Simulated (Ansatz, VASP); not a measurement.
# Mg in VASP and in Ansatz

```xyz
2
Lattice="3.1877 0.0000 0.0000 -1.5939 2.7607 0.0000 0.0000 0.0000 5.1754" Properties=species:S:1:pos:R:3 pbc="T T T"
Mg    0.0000    1.8404    1.2938
Mg    1.5939    0.9202    3.8815
```

Change from the starting cell: volume scaled by 0.98.

Alike in both runs: task single point; functional PBEsol; k mesh 12 × 12 × 7; occupations fermi-dirac, width 0.08 eV; no spin polarisation.

```csv
,VASP,Ansatz
version,VASP 6.6.1,Ansatz 0.2.0
potentials or method,"VASP PAW PBE potentials, release 64 (Mg), cutoff 520 eV","all-electron LAPW, scalar-relativistic"
```

VASP gave:

```
pressure (GPa)                                                : -0.5
traceless stress, the component that is largest in VASP (GPa) : -0.53
```

Which values does Ansatz return?

Pressure (GPa): -0.4; traceless stress, the component that is largest in VASP (GPa): -0.53.

VASP's potentials were made for PBE, not for PBEsol. Ansatz ran all-electron here, and VASP with PAW potentials.
